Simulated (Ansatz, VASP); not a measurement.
# Sr in VASP and in Ansatz

INCAR

```
SYSTEM = Sr
PREC = Accurate
ENCUT = 520
EDIFF = 1E-6
ISMEAR = -1
SIGMA = 0.05
LREAL = .False.
LASPH = .True.
NELM = 100
ALGO = Fast
ISIF = 2
LWAVE = .False.
LCHARG = .False.
GGA = CA
NBANDS = 11
```

Contents of KPOINTS:

```
Automatic mesh
0
Gamma
  8 8 8
  0 0 0
```

The input POSCAR:

```
Sr
1.0
    0.0000000000      3.0823855122      3.0823855122
    3.0823855122      0.0000000000      3.0823855122
    3.0823855122      3.0823855122      0.0000000000
Sr
1
Direct
    0.0000000000      0.0000000000      0.0000000000
```

The input input.yaml:

```yaml
crystal:
  lattice:
    - [0.0, 3.0823855122, 3.0823855122]
    - [3.0823855122, 0.0, 3.0823855122]
    - [3.0823855122, 3.0823855122, 0.0]
  atoms:
    - { symbol: Sr, position: [0.0, 0.0, 0.0] }
kpoints:
  mp_grid: { grid: [8, 8, 8] }
scf:
  occupations: { method: fermi_dirac, width: 0.05 }
hamiltonian:
  xc: lda
  pseudopotentials: { kind: all_electron, lapw: { basis_error: 0.001 } }
output:
  forces: true
  stress: true
  eigenvalues: true
```

Change from the starting cell: volume scaled by 1.04.

Alike in both runs: task single point; functional LDA; k mesh 8 × 8 × 8; occupations fermi-dirac, width 0.05 eV; no spin polarisation.

|  | VASP | Ansatz |
| --- | --- | --- |
| version | VASP 6.6.1 | Ansatz 0.2.0 |
| potentials or method | VASP PAW LDA potentials, release 64 (Sr_sv), cutoff 520 eV | all-electron LAPW, scalar-relativistic |

|  | VASP | Ansatz | Ansatz less VASP |
| --- | --- | --- | --- |
| gap on the k mesh at the Fermi level (eV) | none | none | - |
| pressure (GPa) | -1.9 | -1.9 | +0.01 |

LDA's correlation is that of Perdew and Zunger in VASP and of Perdew and Wang (1992) in Ansatz. A gap of «none» marks a metal or a gap that the smearing closes. Ansatz ran all-electron here, and VASP with PAW potentials.
